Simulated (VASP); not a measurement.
# Pt in VASP: further runs

Pt is run at these levels: PBE+D3(BJ); tasks: single point, relaxation of the atoms.

Program: VASP 6.6.1. These are calculated values, not measurements. Logs are shortened: lines on timing, memory, paths and dates and some standing lists are left out, and cuts for length are marked.

**1. The cell of the first run**

The cell holds a slab with vacuum, 12 atoms: a = 5.556 Å, b = 5.556 Å, c = 22.635 Å, α = 90.00°, β = 90.00°, γ = 90.00°.

**2. Single point, PBE+D3(BJ)**

File INCAR:

```
SYSTEM = Pt
PREC = Accurate ; ENCUT = 520
EDIFF = 1E-7 ; ISMEAR = 0
SIGMA = 0.1 ; LREAL = .FALSE.
LASPH = .TRUE. ; NELM = 80
ALGO = Normal ; ISIF = 2
LWAVE = .FALSE. ; LCHARG = .FALSE.
LDIPOL = .TRUE. ; IDIPOL = 3
DIPOL = 0.5 0.5 0.263 ; GGA = PE
IVDW = 12 ; NBANDS = 72
```

File KPOINTS:

```
Automatic mesh
0
G
  5 5 1
  0 0 0
```

File POSCAR:

```
Pt
1.0
    5.5555401168      0.0000000000      0.0000000000
    0.0000000000      5.5555401168      0.0000000000
    0.0000000000      0.0000000000     22.6346889238
Pt
12
Direct
    0.2500000000      0.2500000000      0.1767199016
    0.2500000000      0.7500000000      0.1767199016
    0.7500000000      0.2500000000      0.1767199016
    0.7500000000      0.7500000000      0.1767199016
    0.0000000000      0.0000000000      0.2625429564
    0.0000000000      0.5000000000      0.2625429564
    0.5000000000      0.0000000000      0.2625429564
    0.5000000000      0.5000000000      0.2625429564
    0.2500000000      0.2500000000      0.3483453627
    0.2500000000      0.7500000000      0.3483453627
    0.7500000000      0.2500000000      0.3483453627
    0.7500000000      0.7500000000      0.3483453627
```

Potentials or basis: VASP PAW PBE potentials, release 64 (Pt).

The run is started by

```console
$ cat potpaw_PBE.64/Pt/POTCAR > POTCAR
$ mpirun -np 1 vasp_std > vasp.out
```

OUTCAR:

```text
SYSTEM = Pt
   PREC = Accurate
   ENCUT = 520
   EDIFF = 1E-7
   ISMEAR = 0
   LREAL = .FALSE.
   LASPH = .TRUE.
   NELM = 80
   ISIF = 2
   GGA = PE
   IVDW = 12
 IVDW          = 12

 ion  position               nearest neighbor table
   1  0.250  0.250  0.177-   5 2.76   6 2.76   7 2.76   8 2.76   2 2.78   3 2.78   2 2.78   3 2.78

   2  0.250  0.750  0.177-   5 2.76   6 2.76   7 2.76   8 2.76   1 2.78   4 2.78   1 2.78   4 2.78

   3  0.750  0.250  0.177-   5 2.76   6 2.76   7 2.76   8 2.76   1 2.78   4 2.78   4 2.78   1 2.78
[... 25 lines left out ...]
 A1 = (   5.5555401168,   0.0000000000,   0.0000000000)
 A2 = (   0.0000000000,   5.5555401168,   0.0000000000)
 A3 = (   0.0000000000,   0.0000000000,  22.6346889238)

Analysis of symmetry for initial positions (statically):
=====================================================================
 Subroutine PRICEL returns following result:

  LATTYP: Found a simple tetragonal cell.
 ALAT       =     2.7777700584
 C/A-ratio  =     8.1485106571

  Lattice vectors:

 A1 = (   2.7777700584,   0.0000000000,   0.0000000000)
 A2 = (   0.0000000000,   2.7777700584,   0.0000000000)
 A3 = (   0.0000000000,   0.0000000000,  22.6346889238)

   4 primitive cells build up your supercell.

 Routine SETGRP: Setting up the symmetry group for a
 simple tetragonal supercell.

 Subroutine GETGRP returns: Found  8 space group operations
 (whereof  8 operations were pure point group operations)
 out of a pool of 16 trial point group operations.

The static configuration has the point symmetry C_4v.

Analysis of symmetry for dynamics (positions and initial velocities):
=====================================================================
 Subroutine PRICEL returns following result:

  LATTYP: Found a simple tetragonal cell.
 ALAT       =     2.7777700584
 C/A-ratio  =     8.1485106571

  Lattice vectors:

 A1 = (   2.7777700584,   0.0000000000,   0.0000000000)
 A2 = (   0.0000000000,   2.7777700584,   0.0000000000)
 A3 = (   0.0000000000,   0.0000000000,  22.6346889238)

   4 primitive cells build up your supercell.

 Routine SETGRP: Setting up the symmetry group for a
 simple tetragonal supercell.

 Subroutine GETGRP returns: Found  8 space group operations
 (whereof  8 operations were pure point group operations)
 out of a pool of 16 trial point group operations.
[... 99 lines left out ...]
   ISMEAR =     0;   SIGMA  =   0.10  broadening in eV -4-tet -1-fermi 0-gaus
   EFERMI_NEDOS =   21; number of points for ismear=-14 and -15
   IALGO  =     38    algorithm
   IMIX   =      4    mixing-type and parameters
     AMIX     =   0.40;   BMIX     =  1.00
     AMIX_MAG =   1.60;   BMIX_MAG =  1.00
  volume/ion in A,a.u.               =      58.22       392.86
  Fermi-wavevector in a.u.,A,eV,Ry     =   0.910038  1.719723 11.267926  0.828169
  Thomas-Fermi vector in A             =   2.034153
   LORBIT       =      0    0 simple, 1 ext, 2 COOP (PROOUT), +10 PAW based schemes
   GGA     = PE    functional components
   LHFCALC =     F    Hartree Fock is set to
   AEXX    =    0.0000 exact exchange contribution
   IVDW    =    12    specifies the selected vdW correction
   LEPSILON=     F    determine dielectric tensor
   LRPA    =     F    only Hartree local field effects (RPA)
 non-spin polarized calculation
 Gauss-broadening in eV      SIGMA  =   0.10
  energy-cutoff  :      520.00
  volume of cell :      698.60
 maximum number of plane-waves:     18873
 NGX is ok and might be reduce to    42

 dipolmoment           0.000000      0.000000      0.000005 electrons x Angstroem

 number of electron     120.0000018 magnetization

 dipolmoment           0.000000      0.000000     -0.000016 electrons x Angstroem

 Free energy of the ion-electron system (eV)
  ---------------------------------------------------
  ext. energy  EPLUGINS =         0.00000000
  ---------------------------------------------------
  free energy    TOTEN  =       -66.21275475 eV

  energy without entropy =      -66.09993898  energy(sigma->0) =      -66.15634686

 E-fermi :  -1.3373     XC(G=0):  -4.3590

 val. band max:       -1.3526335795   @ k =   0.2000   0.0000   0.0000
 cond. band min:      -1.3300473565   @ k =   0.2000   0.0000   0.0000
 fundamental gap:      0.0225862229
 Fermi energy:        -1.3373325145

 k-point     1 :       0.0000    0.0000    0.0000
  band No.  band energies     occupation
      1     -10.3399      2.00000
      2      -7.9198      2.00000
      3      -7.9198      2.00000
      4      -7.8464      2.00000
      5      -7.7116      2.00000
      6      -7.6900      2.00000
[... 439 lines left out ...]
     71       2.1796      0.00000
     72       3.0245      0.00000

------------------------ aborting loop because EDIFF is reached ----------------------------------------

 vacuum level on the upper side and lower side of the slab       (xc-potential included)        -0.096        -0.096

 Edisp (eV)   -5.73188

 E8    (eV) :    -2.7662

  FORCE on cell =-STRESS in cart. coord.  units (eV):
  Direction    XX          YY          ZZ          XY          YZ          ZX
  --------------------------------------------------------------------------------------
  -------------------------------------------------------------------------------------
  Total     -15.42785   -15.42785    -0.49584     0.00000     0.00000     0.00000
  in kB     -35.38253   -35.38253    -1.13716     0.00000     0.00000     0.00000
  external pressure =      -23.97 kB  Pullay stress =        0.00 kB

 VOLUME and BASIS-vectors are now :
 -----------------------------------------------------------------------------
  energy-cutoff  :      520.00
  volume of cell :      698.60
      direct lattice vectors                 reciprocal lattice vectors
     5.555540117  0.000000000  0.000000000     0.180000500  0.000000000  0.000000000
     0.000000000  5.555540117  0.000000000     0.000000000  0.180000500  0.000000000
     0.000000000  0.000000000 22.634688924     0.000000000  0.000000000  0.044179975

 POSITION                                       TOTAL-FORCE (eV/Angst)
 -----------------------------------------------------------------------------------
      1.38889      1.38889      4.00000        -0.000000      0.000000      0.021398
      1.38889      4.16666      4.00000        -0.000000      0.000000      0.021398
      4.16666      1.38889      4.00000        -0.000000      0.000000      0.021398
      4.16666      4.16666      4.00000        -0.000000      0.000000      0.021398
      0.00000      0.00000      5.94258         0.000000     -0.000000     -0.003278
      0.00000      2.77777      5.94258         0.000000     -0.000000     -0.003278
      2.77777      0.00000      5.94258         0.000000     -0.000000     -0.003278
      2.77777      2.77777      5.94258         0.000000     -0.000000     -0.003278
      1.38889      1.38889      7.88469         0.000000      0.000000     -0.018120
      1.38889      4.16666      7.88469         0.000000     -0.000000     -0.018120
      4.16666      1.38889      7.88469        -0.000000     -0.000000     -0.018120
      4.16666      4.16666      7.88469        -0.000000     -0.000000     -0.018120
 -----------------------------------------------------------------------------------
    total drift:                                0.000000      0.000000      0.001409

  FREE ENERGIE OF THE ION-ELECTRON SYSTEM (eV)
  ---------------------------------------------------
  free  energy   TOTEN  =       -71.9446321876 eV

  energy  without entropy=      -71.8318164253  energy(sigma->0) =      -71.88822431

 vacuum level on the upper side and lower side of the slab         4.261         4.261
```

Run time: 11 min. Hardware: 1 thread of Intel Xeon Platinum 8259CL at 2.50GHz (Skylake/Cascade Lake), shared host; peak memory 0.69 GiB.

What came out:

| Quantity | Value |
| --- | --- |
| Free energy | -71.9446 eV |
| Largest force | 0.021 eV/Å |
| Band gap on the k mesh | zero (bands 60 and 61 overlap by 0.19 eV) |
| Dispersion energy per atom | -0.478 eV |

Forces in eV/Å, atoms in the order of the input:
```
Pt   0.000  0.000  0.021
Pt   0.000  0.000  0.021
Pt   0.000  0.000  0.021
Pt   0.000  0.000  0.021
Pt   0.000  0.000 -0.003
Pt   0.000  0.000 -0.003
Pt   0.000  0.000 -0.003
Pt   0.000  0.000 -0.003
Pt   0.000  0.000 -0.018
Pt   0.000  0.000 -0.018
Pt   0.000  0.000 -0.018
Pt   0.000  0.000 -0.018
```

Caveat: spin-orbit coupling is left out, which moves the levels of the heavy elements.

**3. Relaxation of the atoms, PBE+D3(BJ)**

This run uses another cell than the first one: it holds 3 atoms, not 12.

File INCAR:

```
  PREC = Accurate
  ENCUT = 520
  EDIFF = 1E-6
  ISMEAR = 0
  SIGMA = 0.1
  LREAL = F
  LASPH = T
  NELM = 60
  ALGO = Normal
  ISIF = 2
  LWAVE = F
  LCHARG = F
  LDIPOL = T
  IDIPOL = 3
  DIPOL = 0.5 0.5 0.500
  GGA = PE
  IVDW = 12
  IBRION = 2
  NSW = 70
  EDIFFG = -0.03
```

File KPOINTS:

```
Automatic mesh
0
Gamma
  10 10 1
```

File POSCAR:

```
Pt
1.0
    2.7777700584      0.0000000000      0.0000000000
    0.0000000000      2.7777700584      0.0000000000
    0.0000000000      0.0000000000     17.9283600898
Pt
3
Selective dynamics
Direct
    0.5000000000      0.5000000000      0.3904428495  F F F
    0.0000000000      0.0000000000      0.5000000000  T T T
    0.5000000000      0.5000000000      0.6095571505  T T T
```

Potentials or basis: VASP PAW PBE potentials, release 64 (Pt).

The run is started by

```console
$ cat potpaw_PBE.64/Pt/POTCAR > POTCAR
$ mpirun -np 1 vasp_std > vasp.out
```

Run time: 3.2 min. Hardware: 1 thread of Intel Xeon Platinum 8259CL at 2.50GHz (Skylake/Cascade Lake), shared host; peak memory 0.3 GiB.

Results (log left out):

| Item | Value |
| --- | --- |
| Free energy | -17.9885 eV |
| Energy gained by relaxing | 1.4 meV/atom |
| Ionic steps | 6 |
| Band gap on the k mesh | zero (bands 15 and 16 overlap by 1.30 eV) |
| Dispersion energy per atom | -0.479 eV |

Step by step:
```tsv
step	energy change (eV)	largest force on free atoms (eV/Å)	pressure (GPa)
1	0.0000	0.1688	-3.67
2	-0.0012	0.1130	-3.55
3	-0.0020	0.1373	-3.38
4	-0.0021	0.1687	-3.31
5	-0.0030	0.1289	-3.23
6	-0.0042	0.0110	-2.98
```

Final structure:
```
CELL_PARAMETERS angstrom
2.77777 0.00000 0.00000
0.00000 2.77777 0.00000
0.00000 0.00000 17.92836
ATOMIC_POSITIONS crystal
Pt 0.50000 0.50000 0.39044
Pt 0.00000 0.00000 0.49872
Pt 0.50000 0.50000 0.60692
```

Levels at points of the mesh, in eV from the Fermi level:
| k point | band 13 | band 14 | band 15 | band 16 | band 17 | band 18 |
| --- | --- | --- | --- | --- | --- | --- |
| (0.00, 0.00, 0.00) | -1.26 | -0.32 | -0.25 | 0.11 | 0.16 | 0.16 |
| (0.50, 0.00, 0.00) | -0.39 | -0.33 | 0.02 | 0.76 | 1.83 | 1.84 |
| (0.50, 0.50, 0.00) | 0.43 | 0.95 | 0.95 | 3.72 | 3.72 | 7.45 |

Caveat: spin-orbit coupling is left out, which moves the levels of the heavy elements.

**4. Single point, PBE+D3(BJ)**

This run uses another cell than the first one: it holds 3 atoms, not 12.

File INCAR:

```
SYSTEM = Pt
PREC = Accurate
ENCUT = 520
EDIFF = 1E-6
ISMEAR = 0
SIGMA = 0.1
LREAL = .False.
LASPH = .True.
NELM = 60
ALGO = Normal
ISIF = 2
LWAVE = .False.
LCHARG = .True.
LDIPOL = .True.
IDIPOL = 3
DIPOL = 0.5 0.5 0.499
GGA = PE
IVDW = 12
LELF = .True.
LVHAR = .True.
LVACPOTAV = .True.
NBANDS = 22
```

File KPOINTS:

```
regular mesh
0
Gamma
  10 10 1
  0 0 0
```

File POSCAR:

```
Pt
1.0
    2.7777700584      0.0000000000      0.0000000000
    0.0000000000      2.7777700584      0.0000000000
    0.0000000000      0.0000000000     17.9283600898
Pt
3
Direct
    0.5000000000      0.5000000000      0.3904428495
    0.0000000000      0.0000000000      0.4987951005
    0.5000000000      0.5000000000      0.6071212828
```

Potentials or basis: VASP PAW PBE potentials, release 64 (Pt).

The run is started by

```console
$ cat potpaw_PBE.64/Pt/POTCAR > POTCAR
$ mpirun -np 1 vasp_std > vasp.out
```

OUTCAR:

```text
SYSTEM = Pt
   PREC = Accurate
   ENCUT = 520
   EDIFF = 1E-6
   ISMEAR = 0
   LREAL = .False.
   LASPH = .True.
   NELM = 60
   ISIF = 2
   GGA = PE
   IVDW = 12
 IVDW          = 12

 ion  position               nearest neighbor table
   1  0.500  0.500  0.390-   2 2.76   2 2.76   2 2.76   2 2.76
   2  0.000  0.000  0.499-   3 2.76   3 2.76   3 2.76   3 2.76   1 2.76   1 2.76   1 2.76   1 2.76

   3  0.500  0.500  0.607-   2 2.76   2 2.76   2 2.76   2 2.76

  LATTYP: Found a simple tetragonal cell.
 ALAT       =     2.7777700584
 C/A-ratio  =     6.4542275685

  Lattice vectors:

 A1 = (   2.7777700584,   0.0000000000,   0.0000000000)
 A2 = (   0.0000000000,   2.7777700584,   0.0000000000)
 A3 = (   0.0000000000,   0.0000000000,  17.9283600898)

Analysis of symmetry for initial positions (statically):
=====================================================================
 Subroutine PRICEL returns:
 Original cell was already a primitive cell.

 Routine SETGRP: Setting up the symmetry group for a
 simple tetragonal supercell.

 Subroutine GETGRP returns: Found  8 space group operations
 (whereof  8 operations were pure point group operations)
 out of a pool of 16 trial point group operations.

The static configuration has the point symmetry C_4v.

Analysis of symmetry for dynamics (positions and initial velocities):
=====================================================================
 Subroutine PRICEL returns:
 Original cell was already a primitive cell.

 Routine SETGRP: Setting up the symmetry group for a
 simple tetragonal supercell.

 Subroutine GETGRP returns: Found  8 space group operations
 (whereof  8 operations were pure point group operations)
 out of a pool of 16 trial point group operations.

The dynamic configuration has the point symmetry C_4v.

 Subroutine INISYM returns: Found  8 space group operations
 (whereof  8 operations are pure point group operations),
[... 116 lines left out ...]
  Fermi-wavevector in a.u.,A,eV,Ry     =   0.983568  1.858673 13.162346  0.967405
  Thomas-Fermi vector in A             =   2.114735
   LORBIT       =      0    0 simple, 1 ext, 2 COOP (PROOUT), +10 PAW based schemes
   GGA     = PE    functional components
   LHFCALC =     F    Hartree Fock is set to
   AEXX    =    0.0000 exact exchange contribution
   IVDW    =    12    specifies the selected vdW correction
   LEPSILON=     F    determine dielectric tensor
   LRPA    =     F    only Hartree local field effects (RPA)
 non-spin polarized calculation
 Gauss-broadening in eV      SIGMA  =   0.10
  energy-cutoff  :      520.00
  volume of cell :      138.34
 maximum number of plane-waves:      3771
 NGX is ok and might be reduce to    24

 dipolmoment           0.000000      0.000000      0.000005 electrons x Angstroem

 number of electron      29.9999998 magnetization

 dipolmoment           0.000000      0.000000     -0.000013 electrons x Angstroem

 Free energy of the ion-electron system (eV)
  ---------------------------------------------------
  ext. energy  EPLUGINS =         0.00000000
  ---------------------------------------------------
  free energy    TOTEN  =       -16.55245874 eV

  energy without entropy =      -16.52425421  energy(sigma->0) =      -16.53835648

 E-fermi :  -0.1931     XC(G=0):  -5.5126

 val. band max:       -0.2083926860   @ k =   0.4000   0.0000   0.0000
 cond. band min:      -0.1858733322   @ k =   0.5000   0.4000   0.0000
 fundamental gap:      0.0225193538
 Fermi energy:        -0.1931063075

 k-point     1 :       0.0000    0.0000    0.0000
  band No.  band energies     occupation
      1      -9.1957      2.00000
      2      -6.7022      2.00000
      3      -6.5674      2.00000
      4      -6.2631      2.00000
      5      -4.9625      2.00000
      6      -4.0791      2.00000
[... 514 lines left out ...]
     21       7.7333      0.00000
     22       8.4671      0.00000

------------------------ aborting loop because EDIFF is reached ----------------------------------------

 Edisp (eV)   -1.43595

 E8    (eV) :    -0.6917

  FORCE on cell =-STRESS in cart. coord.  units (eV):
  Direction    XX          YY          ZZ          XY          YZ          ZX
  --------------------------------------------------------------------------------------
  -------------------------------------------------------------------------------------
  Total      -3.85897    -3.85897    -0.13397     0.00000     0.00000    -0.00000
  in kB     -44.69394   -44.69394    -1.55166     0.00000     0.00000    -0.00000
  external pressure =      -30.31 kB  Pullay stress =        0.00 kB

 VOLUME and BASIS-vectors are now :
 -----------------------------------------------------------------------------
  energy-cutoff  :      520.00
  volume of cell :      138.34
      direct lattice vectors                 reciprocal lattice vectors
     2.777770058  0.000000000  0.000000000     0.360001000  0.000000000  0.000000000
     0.000000000  2.777770058  0.000000000     0.000000000  0.360001000  0.000000000
     0.000000000  0.000000000 17.928360090     0.000000000  0.000000000  0.055777550

 POSITION                                       TOTAL-FORCE (eV/Angst)
 -----------------------------------------------------------------------------------
      1.38889      1.38889      7.00000         0.000000      0.000000      0.021332
      0.00000      0.00000      8.94258         0.000000      0.000000     -0.003292
      1.38889      1.38889     10.88469         0.000000      0.000000     -0.018040
 -----------------------------------------------------------------------------------
    total drift:                                0.000000     -0.000000     -0.000275

  FREE ENERGIE OF THE ION-ELECTRON SYSTEM (eV)
  ---------------------------------------------------
  free  energy   TOTEN  =       -17.9884090675 eV

  energy  without entropy=      -17.9602045426  energy(sigma->0) =      -17.97430681

 vacuum level on the upper side and lower side of the slab         5.506         5.507
```

It took 70 s on 1 thread of Intel Xeon Platinum 8375C at 2.90GHz (Ice Lake), shared host; peak memory 0.28 GiB.

What came out:

| Property | Result |
| --- | --- |
| Free energy | -17.9884 eV |
| Largest force | 0.021 eV/Å |
| Band gap on the k mesh | zero (bands 15 and 16 overlap by 1.30 eV) |
| Dispersion energy per atom | -0.479 eV |

Forces on the atoms (eV/Å):
```
Pt   0.000  0.000  0.021
Pt   0.000  0.000 -0.003
Pt   0.000  0.000 -0.018
```

Caveat: spin-orbit coupling is left out, which moves the levels of the heavy elements.

(Continued in part 2 of 2.)
